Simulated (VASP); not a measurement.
# Si2W (MoSi2 type) (I4/mmm) in VASP: further runs, part 2 of 2

VASP 6.6.1. The steps go on from the part before.

**3. Single point, LDA**

This run uses another cell than the first one, of 10.51 Å³/atom, 1.111 times its volume.

The input, INCAR:

```
PREC = Accurate
ENCUT = 520
EDIFF = 1E-6
ISMEAR = -1
SIGMA = 0.08
LREAL = F
LASPH = T
NELM = 80
ALGO = Normal
ISIF = 2
LWAVE = F
LCHARG = T
LELF = T
LVHAR = T
NBANDS = 18
```

The input, KPOINTS:

```
regular mesh
0
Gamma
  14 14 14
```

The input, POSCAR:

```
Si2W
1.0
   -1.4690555067      1.4690555067      3.6533533919
    1.4690555067     -1.4690555067      3.6533533919
    1.4690555067      1.4690555067     -3.6533533919
W Si
1 2
Direct
    0.0000000000      0.0000000000      0.0000000000
    0.3315172734      0.3315172734      0.0000000000
   -0.3315172734     -0.3315172734      0.0000000000
```

Potentials or basis: VASP PAW LDA potentials, release 64 (W_sv, Si).

Launch:

```
$ cat potpaw_LDA.64/W_sv/POTCAR potpaw_LDA.64/Si/POTCAR > POTCAR
$ mpirun -np 1 vasp_std > vasp.out
```

OUTCAR:

```text
PREC = Accurate
   ENCUT = 520
   EDIFF = 1E-6
   ISMEAR = -1
   LREAL = F
   LASPH = T
   NELM = 80
   ISIF = 2

 ion  position               nearest neighbor table
   1  0.000  0.000  0.000-   2 2.41   3 2.41   3 2.41   3 2.41   3 2.41   2 2.41   2 2.41   2 2.41
                             2 2.42   3 2.42
   2  0.332  0.332  0.000-   3 2.39   3 2.39   3 2.39   3 2.39   1 2.41   1 2.41   1 2.41   1 2.41
                             1 2.42   3 2.46
   3  0.668  0.668  0.000-   2 2.39   2 2.39   2 2.39   2 2.39   1 2.41   1 2.41   1 2.41   1 2.41
                             1 2.42   2 2.46

  LATTYP: Found a body centered tetragonal cell.
 ALAT       =     2.9381110134
 C/A-ratio  =     2.4868722626

  Lattice vectors:

 A1 = (  -1.4690555067,   1.4690555067,   3.6533533919)
 A2 = (   1.4690555067,  -1.4690555067,   3.6533533919)
 A3 = (   1.4690555067,   1.4690555067,  -3.6533533919)

Analysis of symmetry for initial positions (statically):
=====================================================================
 Subroutine PRICEL returns:
 Original cell was already a primitive cell.

 Routine SETGRP: Setting up the symmetry group for a
[... 168 lines left out ...]

 E-fermi :  15.9026     XC(G=0): -13.8706

 val. band max:       15.9019236207   @ k =   0.0714   0.0714   0.0000
 cond. band min:      15.9217407326   @ k =  -0.4286  -0.4286   0.2143
 fundamental gap:      0.0198171119
 Fermi energy:        15.9025610252

 k-point     1 :       0.0000    0.0000    0.0000
  band No.  band energies     occupation
      1     -57.0406      2.00000
      2     -21.9307      2.00000
      3     -21.6371      2.00000
      4     -21.6371      2.00000
      5      -0.3487      2.00000
      6       7.3107      2.00000
[... 481 lines left out ...]
      5       2.1382      2.00000
      6       7.0864      2.00000
[... 10 lines left out ...]
     17      24.1818      0.00000
     18      26.0152      0.00000

 [... further k-points ...]

------------------------ aborting loop because EDIFF is reached ----------------------------------------

  FORCE on cell =-STRESS in cart. coord.  units (eV):
  Direction    XX          YY          ZZ          XY          YZ          ZX
  --------------------------------------------------------------------------------------
  -------------------------------------------------------------------------------------
  Total       17.2019392     17.2019392     17.2126567      0.0000000      0.0000000      0.0000000
  in kB      873.8963088    873.8963088    874.4407824      0.0000000      0.0000000      0.0000000
  external PRESSURE =     874.0778000 kB  Pullay stress =       0.0000000 kB

 VOLUME and BASIS-vectors are now :
 -----------------------------------------------------------------------------
  energy-cutoff  :      520.00
  volume of cell :       31.54
      direct lattice vectors                 reciprocal lattice vectors
    -1.469055507  1.469055507  3.653353392     0.000000000  0.340354737  0.136860562
     1.469055507 -1.469055507  3.653353392     0.340354737  0.000000000  0.136860562
     1.469055507  1.469055507 -3.653353392     0.340354737  0.340354737  0.000000000

 POSITION                                       TOTAL-FORCE (eV/Angst)
 -----------------------------------------------------------------------------------
      0.00000      0.00000      0.00000        -0.000000     -0.000000     -0.000000
      0.00000      0.00000      2.42230        -0.000000     -0.000000     -0.029783
      0.00000      0.00000      4.88441         0.000000      0.000000      0.029783
 -----------------------------------------------------------------------------------
    total drift:                                0.000000      0.000000     -0.000000

  FREE ENERGIE OF THE ION-ELECTRON SYSTEM (eV)
  ---------------------------------------------------
  free  energy   TOTEN  =       -25.5591160199 eV

  energy  without entropy=      -25.5543065744  energy(sigma->0) =      -25.55671130
```

OSZICAR:

```text
N       E                     dE             d eps       ncg     rms          rms(c)
DAV:   1     0.137754998943E+03    0.13775E+03   -0.11030E+04  8784   0.128E+03
DAV:   2    -0.216977094137E+02   -0.15945E+03   -0.15548E+03 10002   0.338E+02
DAV:   3    -0.262632703815E+02   -0.45656E+01   -0.45123E+01 10756   0.519E+01
DAV:   4    -0.262958938517E+02   -0.32623E-01   -0.32605E-01 10312   0.465E+00
DAV:   5    -0.262961744848E+02   -0.28063E-03   -0.28062E-03 10388   0.451E-01    0.406E+01
DAV:   6    -0.256979206551E+02    0.59825E+00   -0.15318E+00  9718   0.102E+01    0.178E+01
DAV:   7    -0.255728955321E+02    0.12503E+00   -0.86780E-02  9708   0.214E+00    0.490E+00
DAV:   8    -0.255596598681E+02    0.13236E-01   -0.10727E-02 10400   0.734E-01    0.320E-01
DAV:   9    -0.255592268423E+02    0.43303E-03   -0.53286E-04 10150   0.200E-01    0.176E-01
DAV:  10    -0.255591174793E+02    0.10936E-03   -0.13260E-04 10228   0.965E-02    0.605E-02
DAV:  11    -0.255591160079E+02    0.14714E-05   -0.12509E-05  9718   0.251E-02    0.182E-02
DAV:  12    -0.255591160199E+02   -0.12059E-07   -0.35689E-07  5190   0.460E-03
   1 F= -.25559116E+02 E0= -.25556711E+02  d E =-.480945E-02
```

Run time: 71 s. Hardware: 1 thread of AMD EPYC 9R45 (Zen 5), shared host; peak memory 0.23 GiB.

Results:

```
Free energy            : -25.5591 eV
Pressure               : 87.4 GPa
Largest force          : 0.030 eV/Å
Band gap on the k mesh : zero (band 11 reaches 17.07 eV, above the bottom of band 12 at 15.23 eV)
```

Forces on the atoms (eV/Å):
```
W    0.000  0.000  0.000
Si   0.000  0.000 -0.030
Si   0.000  0.000  0.030
```

Levels at points of the mesh, in eV from the Fermi level:
```csv
k point,band 7,band 8,band 9,band 10,band 11,band 12,band 13,band 14,band 15,band 16
"(0.00, 0.00, 0.00)",-4.75,-3.63,-3.58,-3.58,1.00,1.83,4.27,4.27,4.56,5.95
"(0.50, 0.00, 0.00)",-6.94,-5.44,-3.90,-3.42,-0.81,3.25,3.99,4.26,5.96,6.16
"(0.50, 0.50, 0.00)",-7.13,-6.11,-5.44,-4.57,-1.35,3.58,4.36,4.39,4.55,4.79
"(0.50, 0.50, 0.50)",-5.46,-3.60,-0.76,-0.76,-0.67,-0.67,1.28,5.13,6.02,8.17
```

Caveat: spin-orbit coupling is left out, which moves the levels of the heavy elements.

**4. Single point, LDA**

The input, INCAR:

```
SYSTEM = Si2W
ALGO = Normal
EDIFF = 1E-7
ENCUT = 520
ISIF = 2
ISMEAR = -1
LASPH = .True.
LCHARG = .False.
LREAL = .False.
LWAVE = .False.
NBANDS = 18
NELM = 60
PREC = Accurate
SIGMA = 0.08
```

The input, KPOINTS:

```
k-points
0
Gamma
  14 14 14
  0 0 0
```

POSCAR is that of step 3.

Potentials or basis: VASP PAW LDA potentials, release 64 (W_sv, Si).

Launch:

```
$ cat potpaw_LDA.64/W_sv/POTCAR potpaw_LDA.64/Si/POTCAR > POTCAR
$ mpirun -np 1 vasp_std > vasp.out
```

OUTCAR:

```text
SYSTEM = Si2W
   EDIFF = 1E-7
   ENCUT = 520
   ISIF = 2
   ISMEAR = -1
   LASPH = .True.
   LREAL = .False.
   NELM = 60
   PREC = Accurate

 ion  position               nearest neighbor table
   1  0.000  0.000  0.000-   2 2.41   3 2.41   3 2.41   3 2.41   3 2.41   2 2.41   2 2.41   2 2.41
                             2 2.42   3 2.42
   2  0.332  0.332  0.000-   3 2.39   3 2.39   3 2.39   3 2.39   1 2.41   1 2.41   1 2.41   1 2.41
                             1 2.42   3 2.46
   3  0.668  0.668  0.000-   2 2.39   2 2.39   2 2.39   2 2.39   1 2.41   1 2.41   1 2.41   1 2.41
                             1 2.42   2 2.46

  LATTYP: Found a body centered tetragonal cell.
 ALAT       =     2.9381110134
 C/A-ratio  =     2.4868722626
[... 700 lines left out ...]
  -------------------------------------------------------------------------------------
  Total       17.2020732     17.2020732     17.2126406      0.0000000      0.0000000      0.0000000
  in kB      873.9031153    873.9031153    874.4399652      0.0000000      0.0000000      0.0000000
  external PRESSURE =     874.0820652 kB  Pullay stress =       0.0000000 kB

 VOLUME and BASIS-vectors are now :
 -----------------------------------------------------------------------------
  energy-cutoff  :      520.00
  volume of cell :       31.54
      direct lattice vectors                 reciprocal lattice vectors
    -1.469055507  1.469055507  3.653353392     0.000000000  0.340354737  0.136860562
     1.469055507 -1.469055507  3.653353392     0.340354737  0.000000000  0.136860562
     1.469055507  1.469055507 -3.653353392     0.340354737  0.340354737  0.000000000

 POSITION                                       TOTAL-FORCE (eV/Angst)
 -----------------------------------------------------------------------------------
      0.00000      0.00000      0.00000         0.000000      0.000000     -0.000000
      0.00000      0.00000      2.42230        -0.000000     -0.000000     -0.029819
      0.00000      0.00000      4.88441        -0.000000     -0.000000      0.029819
 -----------------------------------------------------------------------------------
    total drift:                                0.000000      0.000000     -0.000000

  FREE ENERGIE OF THE ION-ELECTRON SYSTEM (eV)
  ---------------------------------------------------
  free  energy   TOTEN  =       -25.5591160223 eV

  energy  without entropy=      -25.5543065767  energy(sigma->0) =      -25.55671130
```

OSZICAR:

```text
N       E                     dE             d eps       ncg     rms          rms(c)
DAV:   1     0.137754998943E+03    0.13775E+03   -0.11030E+04  8784   0.128E+03
DAV:   2    -0.216977094137E+02   -0.15945E+03   -0.15548E+03 10002   0.338E+02
DAV:   3    -0.262632703815E+02   -0.45656E+01   -0.45123E+01 10756   0.519E+01
DAV:   4    -0.262958938517E+02   -0.32623E-01   -0.32605E-01 10312   0.465E+00
DAV:   5    -0.262961744848E+02   -0.28063E-03   -0.28062E-03 10388   0.451E-01    0.406E+01
DAV:   6    -0.256979206551E+02    0.59825E+00   -0.15318E+00  9718   0.102E+01    0.178E+01
DAV:   7    -0.255728955321E+02    0.12503E+00   -0.86780E-02  9708   0.214E+00    0.490E+00
DAV:   8    -0.255596598681E+02    0.13236E-01   -0.10727E-02 10400   0.734E-01    0.320E-01
DAV:   9    -0.255592268423E+02    0.43303E-03   -0.53286E-04 10150   0.200E-01    0.176E-01
DAV:  10    -0.255591174793E+02    0.10936E-03   -0.13260E-04 10228   0.965E-02    0.605E-02
DAV:  11    -0.255591160079E+02    0.14714E-05   -0.12509E-05  9718   0.251E-02    0.182E-02
DAV:  12    -0.255591160223E+02   -0.14420E-07   -0.38841E-07 10038   0.460E-03
   1 F= -.25559116E+02 E0= -.25556711E+02  d E =-.480945E-02
```

stdout:

```text
POSCAR found type information on POSCAR W Si
 POSCAR found :  2 types and       3 ions
 scaLAPACK will be used
 LDA part: xc-table for (Slater(with rela. corr.)+CA(PZ))
 , standard interpolation
 POSCAR, INCAR and KPOINTS ok, starting setup
 FFT: planning ... GRIDC
 FFT: planning ... GRID_SOFT
 FFT: planning ... GRID
 WAVECAR not read
 entering main loop
```

It took 70 s on 1 thread of AMD EPYC 9R45 (Zen 5), shared host; peak memory 0.23 GiB.

What came out:

```
Free energy            : -25.5591 eV
Pressure               : 87.4 GPa
Largest force          : 0.030 eV/Å
Band gap on the k mesh : zero (band 11 reaches 17.07 eV, above the bottom of band 12 at 15.23 eV)
```

Forces in eV/Å, atoms in the order of the input:
```
W    0.000  0.000  0.000
Si   0.000  0.000 -0.030
Si   0.000  0.000  0.030
```

Caveat: spin-orbit coupling is left out, which moves the levels of the heavy elements.
